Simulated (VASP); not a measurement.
# Ga3SbSe4 (Pmn2_1) in VASP: further runs

Ga3SbSe4 is run at these levels: PBE; tasks: single point.

All numbers are computed with VASP 6.6.1; they aren't measurements. Logs are shortened: lines on timing, memory, paths and dates and some standing lists are left out, and cuts for length are marked.

### Step 1. The cell of the first run

The structure is orthorhombic, space group Pmn2_1 (No. 31). Conventional cell: a = 8.275 Å, b = 6.804 Å, c = 7.835 Å, α = 90.00°, β = 90.00°, γ = 90.00°. Within 3.3 Å of Ga (site symmetry 1) lie 4 Se at 2.53 to 2.57 Å. Ga (site symmetry m) has 4 Se at 2.83 to 3.14 Å and 2 Ga at 3.63 Å within 3.7 Å. Sb (site symmetry m) has 6 Se at 2.81 to 3.78 Å and 2 Ga at 3.48 Å within 3.8 Å. Se (site symmetry m) has 3 Ga at 2.55 to 3.14 Å and 1 Sb at 2.81 Å within 3.4 Å. Within 3.3 Å of Se (site symmetry 1) lie 3 Ga at 2.54 to 2.91 Å and 1 Sb at 2.87 Å. Within 3.3 Å of Se (site symmetry m) lie 3 Ga at 2.53 to 2.83 Å and 1 Sb at 2.90 Å.

### Step 2. Single point, PBE

INCAR

```
ALGO     = Normal         # electronic algorithm
EDIFF    = 1E-6           # SCF threshold, eV
ENCUT    = 520            # plane-wave cutoff, eV
GGA      = PE             # functional
ISIF     = 2              # what is computed and relaxed
ISMEAR   = 0              # smearing method
LASPH    = True           # aspherical terms in the spheres
LCHARG   = False          # write CHGCAR
LREAL    = Auto         
LWAVE    = False          # write WAVECAR
NBANDS   = 82             # bands
NELM     = 60             # most SCF steps
PREC     = Accurate       # precision mode
SIGMA    = 0.15           # smearing width, eV
```

KPOINTS

```
k-points
0
Gamma
  2 2 2
```

POSCAR

```
Ga3SbSe4
1.0
    8.2745628441      0.0000000000      0.0000000000
    0.0000000000      6.8035684974      0.0000000000
    0.0000000000      0.0000000000      7.8345888395
Ga Sb Se
6 2 8
Direct
    0.7461631759      0.6828993352      0.4901384872
    0.2538368241      0.6828993352      0.4901384872
    0.0000000000      0.2528641155      0.5445321397
    0.2461631759      0.3171006648     -0.0098615128
    0.7538368241      0.3171006648     -0.0098615128
    0.5000000000      0.7471358845      0.0445321397
    0.0000000000      0.7235326985      0.0600674624
    0.5000000000      0.2764673015      0.5600674624
    0.0000000000      0.1059321540      0.9243430661
    0.2437142234      0.6334150967      0.8110755439
    0.7562857766      0.6334150967      0.8110755439
    0.0000000000      0.8671555194      0.4086292696
    0.5000000000      0.8940678460      0.4243430661
    0.7437142234      0.3665849033      0.3110755439
    0.2562857766      0.3665849033      0.3110755439
    0.5000000000      0.1328444806      0.9086292696
```

Potentials or basis: VASP PAW PBE potentials, release 64 (Ga_d, Sb, Se).

Started as:

```console
cat potpaw_PBE.64/Ga_d/POTCAR potpaw_PBE.64/Sb/POTCAR potpaw_PBE.64/Se/POTCAR > POTCAR
mpirun -np 1 vasp_std > vasp.out
```

OUTCAR:

```text
EDIFF = 1E-6
   ENCUT = 520
   GGA = PE
   ISIF = 2
   ISMEAR = 0
   LASPH = True
   LREAL = Auto
   NELM = 60
   PREC = Accurate

 ion  position               nearest neighbor table
   1  0.746  0.683  0.490-  12 2.53  11 2.54  13 2.55  14 2.57
   2  0.254  0.683  0.490-  12 2.53  10 2.54  13 2.55  15 2.57
   3  0.000  0.253  0.545-  12 2.83
   4  0.246  0.317  0.990-  16 2.53  15 2.54   9 2.55  10 2.57
   5  0.754  0.317  0.990-  16 2.53  14 2.54   9 2.55  11 2.57
   6  0.500  0.747  0.045-  16 2.83
   7  0.000  0.724  0.060-   9 2.81  10 2.87  11 2.87  12 2.90
   8  0.500  0.276  0.560-  13 2.81  14 2.87  15 2.87  16 2.90
   9  0.000  0.106  0.924-   4 2.55   5 2.55   7 2.81
  10  0.244  0.633  0.811-   2 2.54   4 2.57   7 2.87
  11  0.756  0.633  0.811-   1 2.54   5 2.57   7 2.87
  12  0.000  0.867  0.409-   1 2.53   2 2.53   3 2.83   7 2.90
  13  0.500  0.894  0.424-   1 2.55   2 2.55   8 2.81
  14  0.744  0.367  0.311-   5 2.54   1 2.57   8 2.87
  15  0.256  0.367  0.311-   4 2.54   2 2.57   8 2.87
  16  0.500  0.133  0.909-   4 2.53   5 2.53   6 2.83   8 2.90

  LATTYP: Found a simple orthorhombic cell.
 ALAT       =     6.8035684974
 B/A-ratio  =     1.1515411129
 C/A-ratio  =     1.2162092360

  Lattice vectors:

 A1 = (   0.0000000000,   6.8035684974,   0.0000000000)
 A2 = (   0.0000000000,   0.0000000000,   7.8345888395)
 A3 = (   8.2745628441,   0.0000000000,   0.0000000000)

Analysis of symmetry for initial positions (statically):
=====================================================================
 Subroutine PRICEL returns:
 Original cell was already a primitive cell.

 Routine SETGRP: Setting up the symmetry group for a
 simple orthorhombic supercell.

 Subroutine GETGRP returns: Found  4 space group operations
 (whereof  2 operations were pure point group operations)
 out of a pool of  8 trial point group operations.

The static configuration has the point symmetry C_1h.
 The point group associated with its full space group is C_2v.

Analysis of symmetry for dynamics (positions and initial velocities):
=====================================================================
 Subroutine PRICEL returns:
 Original cell was already a primitive cell.

 Routine SETGRP: Setting up the symmetry group for a
 simple orthorhombic supercell.

 Subroutine GETGRP returns: Found  4 space group operations
 (whereof  2 operations were pure point group operations)
 out of a pool of  8 trial point group operations.

The dynamic configuration has the point symmetry C_1h.
 The point group associated with its full space group is C_2v.

 Subroutine INISYM returns: Found  4 space group operations
 (whereof  2 operations are pure point group operations),
 and found     1 'primitive' translations

----------------------------------------------------------------------------------------

                                     Primitive cell

  volume of cell :     441.0604

  direct lattice vectors                    reciprocal lattice vectors
     8.274562844  0.000000000  0.000000000     0.120852306  0.000000000  0.000000000
     0.000000000  6.803568497  0.000000000     0.000000000  0.146981691  0.000000000
     0.000000000  0.000000000  7.834588840     0.000000000  0.000000000  0.127639117

  length of vectors
     8.274562844  6.803568497  7.834588840     0.120852306  0.146981691  0.127639117

  position of ions in fractional coordinates (direct lattice)
     0.746163176  0.682899335  0.490138487
     0.253836824  0.682899335  0.490138487
     0.000000000  0.252864116  0.544532140
     0.246163176  0.317100665  0.990138487
     0.753836824  0.317100665  0.990138487
     0.500000000  0.747135884  0.044532140
[... 8 lines left out ...]
     0.256285777  0.366584903  0.311075544
     0.500000000  0.132844481  0.908629270

  ion indices of the primitive-cell ions
   primitive index   ion index
                 1           1
                 2           2
                 3           3
                 4           4
                 5           5
                 6           6
[... 8 lines left out ...]
                15          15
                16          16

----------------------------------------------------------------------------------------

 KPOINTS: k-points

Automatic generation of k-mesh.
 Grid dimensions read from file:
 generate k-points for:    2    2    2

 Generating k-lattice:

  Cartesian coordinates                     Fractional coordinates (reciprocal lattice)
     0.060426153  0.000000000  0.000000000     0.500000000  0.000000000  0.000000000
     0.000000000  0.073490845  0.000000000     0.000000000  0.500000000  0.000000000
     0.000000000  0.000000000  0.063819558     0.000000000  0.000000000  0.500000000

  Length of vectors
     0.060426153  0.073490845  0.063819558

  Shift w.r.t. Gamma in fractional coordinates (k-lattice)
     0.000000000  0.000000000  0.000000000

 Subroutine IBZKPT returns following result:
 ===========================================

 Found      8 irreducible k-points:

 Following reciprocal coordinates:
            Coordinates               Weight
  0.000000  0.000000  0.000000      1.000000
  0.500000  0.000000  0.000000      1.000000
  0.000000  0.500000  0.000000      1.000000
  0.500000  0.500000  0.000000      1.000000
  0.000000  0.000000  0.500000      1.000000
  0.500000  0.000000  0.500000      1.000000
  0.000000  0.500000  0.500000      1.000000
  0.500000  0.500000  0.500000      1.000000
   k-points           NKPTS =      8   k-points in BZ     NKDIM =      8   number of bands    NBANDS=     82
   number of dos      NEDOS =    301   number of ions     NIONS =     16
   total plane-waves  NPLWV = 207360
   dimension x,y,z NGX =    64 NGY =   54 NGZ =   60
   dimension x,y,z NGXF=   128 NGYF=  108 NGZF=  120
   ions per type =               6   2   8
   NGX,Y,Z   is equivalent  to a cutoff of  12.86, 13.19, 12.73 a.u.
   NGXF,Y,Z  is equivalent  to a cutoff of  25.72, 26.39, 25.46 a.u.
 SYSTEM =  unknown system
   PREC   = accura    normal or accurate (medium, high low for compatibility)
   ISTART =      0    job   : 0-new  1-cont  2-samecut
   ICHARG =      2    charge: 1-file 2-atom 10-const
   ISPIN  =      1    spin polarized calculation?
   LNONCOLLINEAR =      F non collinear calculations
   LSORBIT =      F    spin-orbit coupling
   LASPH  =      T    aspherical Exc in radial PAW
   ENCUT  =  520.0 eV  38.22 Ry    6.18 a.u.  15.39 12.65 14.57*2*pi/ulx,y,z
   NELM   =     60;   NELMIN=  2; NELMDL= -5     # of ELM steps
   EDIFF  = 0.1E-05   stopping-criterion for ELM
   LREAL  =      T    real-space projection
   EDIFFG = 0.1E-04   stopping-criterion for IOM
   NSW    =      0    number of steps for IOM
   IBRION =     -1    ionic relax: 0-MD 1-quasi-New 2-CG
   NFREE  =      0    steps in history (QN), initial steepest desc. (CG)
   ISIF   =      2    stress and relaxation
   ISYM   =      2    0-nonsym 1-usesym 2-fastsym
   POTIM  = 0.5000    time-step for ionic-motion
   TEBEG  =    0.0;   TEEND  =   0.0 temperature during run
   PSTRESS=    0.0 pullay stress
   NELECT =     136.0000    total number of electrons
   NUPDOWN=      -1.0000    fix difference up-down
   EMIN   =  10.00;   EMAX   =-10.00  energy-range for DOS
   EFERMI =   0.00;   METHOD = LEGACY
   ISMEAR =     0;   SIGMA  =   0.15  broadening in eV -4-tet -1-fermi 0-gaus
   EFERMI_NEDOS =   21; number of points for ismear=-14 and -15
   IALGO  =     38    algorithm
   IMIX   =      4    mixing-type and parameters
     AMIX     =   0.40;   BMIX     =  1.00
     AMIX_MAG =   1.60;   BMIX_MAG =  1.00
  volume/ion in A,a.u.               =      27.57       186.03
  Fermi-wavevector in a.u.,A,eV,Ry     =   1.106000  2.090037 16.643136  1.223236
  Thomas-Fermi vector in A             =   2.242495
   LORBIT       =      0    0 simple, 1 ext, 2 COOP (PROOUT), +10 PAW based schemes
   GGA     = PE    functional components
   LHFCALC =     F    Hartree Fock is set to
   AEXX    =    0.0000 exact exchange contribution
   IVDW    =     0    specifies the selected vdW correction
   LEPSILON=     F    determine dielectric tensor
   LRPA    =     F    only Hartree local field effects (RPA)
 non-spin polarized calculation
 Gauss-broadening in eV      SIGMA  =   0.15
  energy-cutoff  :      520.00
  volume of cell :      441.06
 maximum number of plane-waves:     11900
 NGX is ok and might be reduce to    64
   NGX = 31   NGY = 25   NGZ = 29

 number of electron     136.0000005 magnetization

 Free energy of the ion-electron system (eV)
  ---------------------------------------------------
  ext. energy  EPLUGINS =         0.00000000
  ---------------------------------------------------
  free energy    TOTEN  =       -57.45606139 eV

  energy without entropy =      -57.38840252  energy(sigma->0) =      -57.42223195

 E-fermi :   3.6568     XC(G=0):  -8.9584

 val. band max:        3.6421458872   @ k =   0.0000   0.0000   0.0000
 cond. band min:       3.7283502251   @ k =   0.5000   0.5000   0.0000
 fundamental gap:      0.0862043379
 Fermi energy:         3.6568264330

 k-point     1 :       0.0000    0.0000    0.0000
  band No.  band energies     occupation
      1     -11.8317      2.00000
      2     -11.8311      2.00000
      3     -11.8174      2.00000
      4     -11.8119      2.00000
      5     -11.8013      2.00000
      6     -11.7850      2.00000
[... 72 lines left out ...]
     79       6.3923      0.00000
     80       6.5244      0.00000

 k-point     2 :       0.5000    0.0000    0.0000
  band No.  band energies     occupation
      1     -11.8246      2.00000
      2     -11.8246      2.00000
      3     -11.8073      2.00000
      4     -11.8073      2.00000
      5     -11.8011      2.00000
      6     -11.8011      2.00000
[... 72 lines left out ...]
     79       6.6928      0.00000
     80       6.6928      0.00000

 k-point     3 :       0.0000    0.5000    0.0000
  band No.  band energies     occupation
      1     -11.8361      2.00000
      2     -11.8285      2.00000
      3     -11.8261      2.00000
      4     -11.8108      2.00000
      5     -11.8008      2.00000
      6     -11.7870      2.00000
[... 72 lines left out ...]
     79       5.8865      0.00000
     80       6.5294      0.00000

 k-point     4 :       0.5000    0.5000    0.0000
  band No.  band energies     occupation
      1     -11.8258      2.00000
      2     -11.8258      2.00000
      3     -11.8114      2.00000
      4     -11.8114      2.00000
      5     -11.8033      2.00000
      6     -11.8033      2.00000
[... 72 lines left out ...]
     79       6.6014      0.00000
     80       6.6014      0.00000

 k-point     5 :       0.0000    0.0000    0.5000
  band No.  band energies     occupation
      1     -11.8322      2.00000
      2     -11.8322      2.00000
      3     -11.8174      2.00000
      4     -11.8174      2.00000
      5     -11.7869      2.00000
      6     -11.7869      2.00000
[... 72 lines left out ...]
     79       6.4733      0.00000
     80       6.4733      0.00000

 k-point     6 :       0.5000    0.0000    0.5000
  band No.  band energies     occupation
      1     -11.8267      2.00000
      2     -11.8267      2.00000
      3     -11.8136      2.00000
      4     -11.8136      2.00000
      5     -11.7766      2.00000
      6     -11.7766      2.00000
[... 72 lines left out ...]
     79       6.8529      0.00000
     80       6.8529      0.00000

 k-point     7 :       0.0000    0.5000    0.5000
  band No.  band energies     occupation
      1     -11.8338      2.00000
      2     -11.8338      2.00000
      3     -11.8222      2.00000
      4     -11.8222      2.00000
      5     -11.7869      2.00000
      6     -11.7869      2.00000
[... 72 lines left out ...]
     79       6.4311      0.00000
     80       6.4311      0.00000

 k-point     8 :       0.5000    0.5000    0.5000
  band No.  band energies     occupation
      1     -11.8293      2.00000
      2     -11.8293      2.00000
      3     -11.8183      2.00000
      4     -11.8183      2.00000
      5     -11.7742      2.00000
      6     -11.7742      2.00000
[... 72 lines left out ...]
     79       6.5835      0.00000
     80       6.5835      0.00000
 [bands above 80 left out]

------------------------ aborting loop because EDIFF is reached ----------------------------------------

  FORCE on cell =-STRESS in cart. coord.  units (eV):
  Direction    XX          YY          ZZ          XY          YZ          ZX
  --------------------------------------------------------------------------------------
  -------------------------------------------------------------------------------------
  Total        0.1318827      0.1909372      1.9266899      0.0000000      0.0000000      0.0000000
  in kB        0.4790714      0.6935905      6.9988128      0.0000000      0.0000000      0.0000000
  external PRESSURE =       2.7238249 kB  Pullay stress =       0.0000000 kB

 VOLUME and BASIS-vectors are now :
 -----------------------------------------------------------------------------
  energy-cutoff  :      520.00
  volume of cell :      441.06
      direct lattice vectors                 reciprocal lattice vectors
     8.274562844  0.000000000  0.000000000     0.120852306  0.000000000  0.000000000
     0.000000000  6.803568497  0.000000000     0.000000000  0.146981691  0.000000000
     0.000000000  0.000000000  7.834588840     0.000000000  0.000000000  0.127639117

 POSITION                                       TOTAL-FORCE (eV/Angst)
 -----------------------------------------------------------------------------------
      6.17417      4.64615      3.84003        -0.045862     -0.008260     -0.008362
      2.10039      4.64615      3.84003         0.045862     -0.008260     -0.008362
      0.00000      1.72038      4.26619         0.000000      0.000915      0.012287
      2.03689      2.15742      7.75733        -0.045862      0.008260     -0.008362
      6.23767      2.15742      7.75733         0.045862      0.008260     -0.008362
      4.13728      5.08319      0.34889         0.000000     -0.000915      0.012287
[... 8 lines left out ...]
      2.12065      2.49409      2.43715        -0.000446      0.013598      0.018999
      4.13728      0.90382      7.11874         0.000000     -0.008199     -0.019877
 -----------------------------------------------------------------------------------
    total drift:                                0.000000      0.000000     -0.005340

  FREE ENERGIE OF THE ION-ELECTRON SYSTEM (eV)
  ---------------------------------------------------
  free  energy   TOTEN  =       -57.4560613872 eV

  energy  without entropy=      -57.3884025213  energy(sigma->0) =      -57.42223195
```

Run time: 8.7 min. Hardware: 1 thread of AMD EPYC 7R13, shared host; peak memory 0.57 GiB.

What came out:

| Quantity | Value |
| --- | --- |
| Free energy | -57.4561 eV |
| Pressure | 0.3 GPa |
| Largest force | 0.047 eV/Å |
| Band gap on the k mesh | zero (bands 68 and 69 overlap by 0.64 eV) |

Forces in eV/Å, atoms in the order of the input:
```
Ga  -0.046 -0.008 -0.008
Ga   0.046 -0.008 -0.008
Ga   0.000  0.001  0.012
Ga  -0.046  0.008 -0.008
Ga   0.046  0.008 -0.008
Ga   0.000 -0.001  0.012
Sb   0.000 -0.025  0.002
Sb   0.000  0.025  0.002
Se   0.000  0.027 -0.016
Se   0.000 -0.014  0.019
Se   0.000 -0.014  0.019
Se   0.000  0.008 -0.020
Se   0.000 -0.027 -0.016
Se   0.000  0.014  0.019
Se   0.000  0.014  0.019
Se   0.000 -0.008 -0.020
```

Caveat: the k points lie up to 0.46 Å⁻¹ apart, too coarse for converged energies and pressures of a metal; spin-orbit coupling is left out, which moves the levels of the heavy elements.

### Step 3. Single point, PBE

INCAR

```
SYSTEM = Ga3SbSe4
PREC = Accurate
ENCUT = 520
EDIFF = 1E-7
ISMEAR = 0
SIGMA = 0.1
LREAL = Auto
LASPH = .True.
NELM = 60
ALGO = Normal
ISIF = 2
LWAVE = .False.
LCHARG = .False.
GGA = PE
NBANDS = 82
```

KPOINTS

```
regular mesh
0
Gamma
  2 4 2
  0 0 0
```

POSCAR, as its differences from that of step 2:

```diff
@@ -11,4 +11,4 @@
     0.0000000000      0.2528641155      0.5445321397
-    0.2461631759      0.3171006648     -0.0098615128
-    0.7538368241      0.3171006648     -0.0098615128
+    0.2461631759      0.3171006648      0.9901384872
+    0.7538368241      0.3171006648      0.9901384872
     0.5000000000      0.7471358845      0.0445321397
```

Potentials or basis: VASP PAW PBE potentials, release 64 (Ga_d, Sb, Se).

Started as:

```console
cat potpaw_PBE.64/Ga_d/POTCAR potpaw_PBE.64/Sb/POTCAR potpaw_PBE.64/Se/POTCAR > POTCAR
mpirun -np 1 vasp_std > vasp.out
```

It took 14 min on 1 thread of AMD EPYC 7R13, shared host; peak memory 0.63 GiB.

It converged, with:

```
Free energy            : -57.4193 eV
Pressure               : 0.3 GPa
Largest force          : 0.107 eV/Å
Band gap on the k mesh : zero (bands 68 and 69 overlap by 0.66 eV)
```

Forces in eV/Å, atoms in the order of the input:
```
Ga  -0.027 -0.024  0.041
Ga   0.027 -0.024  0.041
Ga   0.000  0.021  0.035
Ga  -0.027  0.024  0.041
Ga   0.027  0.024  0.041
Ga   0.000 -0.021  0.035
Sb   0.000  0.032  0.090
Sb   0.000 -0.032  0.090
Se   0.000 -0.093 -0.053
Se  -0.020 -0.021 -0.058
Se   0.020 -0.021 -0.058
Se   0.000  0.021 -0.038
Se   0.000  0.093 -0.053
Se  -0.020  0.021 -0.058
Se   0.020  0.021 -0.058
Se   0.000 -0.021 -0.038
```

Stress tensor (GPa, compression positive):
```
-0.05  0.00  0.00
 0.00  0.11  0.00
 0.00  0.00  0.83
```

Levels at points of the mesh, in eV from the Fermi level:
```csv
k point,band 66,band 67,band 68,band 69,band 70,band 71
"(0.00, 0.00, 0.00)",-0.95,-0.44,-0.30,-0.06,0.60,0.67
"(0.50, 0.00, 0.00)",-1.16,0.30,0.30,0.40,0.40,1.15
"(0.00, 0.50, 0.00)",-0.98,-0.58,-0.24,0.13,0.22,0.59
"(0.50, 0.50, 0.00)",-1.22,0.04,0.04,0.52,0.52,0.90
"(0.00, 0.00, 0.50)",-1.31,-0.60,-0.60,-0.36,-0.36,0.91
"(0.50, 0.00, 0.50)",-1.36,-0.07,-0.07,0.63,0.63,0.99
"(0.00, 0.50, 0.50)",-1.32,-0.63,-0.63,-0.13,-0.13,0.92
"(0.50, 0.50, 0.50)",-1.22,-0.62,-0.62,0.29,0.29,1.22
```

Caveat: the k points lie up to 0.40 Å⁻¹ apart, too coarse for converged energies and pressures of a metal; spin-orbit coupling is left out, which moves the levels of the heavy elements.

The gap in the log of VASP goes by the Fermi energy; the results here count the filled bands.